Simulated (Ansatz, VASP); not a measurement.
AlRu in VASP and in Ansatz

Contents of INCAR:

```
  PREC = Accurate
  ENCUT = 520
  EDIFF = 1E-6
  ISMEAR = 0
  SIGMA = 0.15
  LREAL = F
  LASPH = T
  NELM = 100
  ALGO = Fast
  ISIF = 2
  LWAVE = F
  LCHARG = F
  GGA = PE
  NBANDS = 16
```

KPOINTS

```
Automatic mesh
0
Gamma
  16 16 16
```

The input POSCAR:

```
AlRu
1.0
    2.9916000000      0.0000000000      0.0000000000
    0.0000000000      2.9916000000      0.0000000000
    0.0000000000      0.0000000000      2.9916000000
Al Ru
1 1
Direct
   -0.1418184479     -0.1418184479     -0.1002807862
    0.5000000000      0.5000000000      0.5000000000
```

Input for Ansatz:

```yaml
crystal:
  lattice:
    - [2.9916, 0.0, 0.0]
    - [0.0, 2.9916, 0.0]
    - [0.0, 0.0, 2.9916]
  atoms:
    - { symbol: Al, position: [-0.1418184479, -0.1418184479, -0.1002807862] }
    - { symbol: Ru, position: [0.5, 0.5, 0.5] }
basis:
  ecutwfc: 420
kpoints:
  mp_grid: { grid: [16, 16, 16] }
hamiltonian:
  xc: pbe
scf:
  occupations: { method: gaussian, width: 0.15 }
output:
  forces: true
  stress: true
  eigenvalues: true
```

Alike in both runs: task single point; functional PBE; k mesh 16 × 16 × 16; occupations gaussian, width 0.15 eV; no spin polarisation.

```csv
,VASP,Ansatz
version,VASP 6.6.1,Ansatz 0.2.0
potentials or method,"VASP PAW PBE potentials, release 64 (Al, Ru_pv), cutoff 520 eV","scalar-relativistic, plane waves, PAW"
valence electrons in the cell,17,19
```

```csv
,VASP,Ansatz,Ansatz less VASP
gap on the k mesh at the Fermi level (eV),none,none,-
rms of the force components (eV/Å),6.524,6.464,-0.0595
```

Atom by atom the forces differ by 0.060 eV/Å (rms over components). A gap of «none» marks a metal or a gap that the smearing closes. VASP's potentials hold 17 valence electrons a cell and Ansatz's 19, so a difference there can come from the potentials and not from the codes.
